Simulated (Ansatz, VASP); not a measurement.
PbSe: VASP beside Ansatz

```
Pb Se
1.0
     4.27355    0.00000    0.00000
    -2.13677    3.70100    0.00000
     0.00000    0.00000    7.55503
Pb Se
2 2
Direct
  0.00000 0.00000 0.00000
  0.00000 0.00000 0.50000
  0.33333 0.66667 0.25000
  0.66667 0.33333 0.75000
```

Alike in both runs: task single point; functional r2SCAN; k mesh 12 × 12 × 4; occupations fermi-dirac, width 0.02 eV; no spin polarisation.

```csv
,VASP,Ansatz
version,VASP 6.6.1,Ansatz 0.2.0
potentials or method,"VASP PAW PBE potentials, release 64 (Pb_d, Se)","plane waves, PAW"
plane-wave cutoff (eV),520,500
valence electrons in the cell,40,60
```

```tsv
	VASP	Ansatz	Ansatz less VASP
pressure (GPa)	0.0	0.0	0.00
```

VASP's potentials were made for PBE, not for r2SCAN. VASP's potentials hold 40 valence electrons a cell and Ansatz's 60, so a difference there can come from the potentials and not from the codes.

Neither program's run includes spin-orbit coupling.
